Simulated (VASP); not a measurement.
Crystal: SiC (Moissanite).

```
CELL_PARAMETERS angstrom
3.11648 0.00000 0.00000
-1.55824 2.69895 0.00000
0.00000 0.00000 5.11443
ATOMIC_POSITIONS crystal
Si 0.66667 0.33333 0.50000
Si 0.33333 0.66667 0.00000
C 0.66667 0.33333 0.88500
C 0.33333 0.66667 0.38500
```

Base run:

- Program: VASP 6.6.1
- Functional: BLYP
- Dispersion: D4
- Potentials or basis: VASP PAW PBE potentials, release 64 (Si, C)
- Cutoff: 520 eV
- k mesh: 10 × 10 × 5
- Occupations: fermi-dirac, width 0.05 eV
- Spin: no spin polarisation

Its results: band gap on the k mesh 2.77 eV, indirect (least direct gap 4.25 eV); pressure -7.5 GPa; largest force 0.673 eV/Å.

Question: The run is repeated on the same cell with these changes: functional from BLYP to RPBE. What comes out?

Answer: Band gap on the k mesh 2.56 eV, indirect (least direct gap 4.03 eV); pressure -11.0 GPa; largest force 0.669 eV/Å.

Caveats: the PAW data sets were made with another functional, which shifts forces and pressure a little.

A k mesh can miss the band edges.
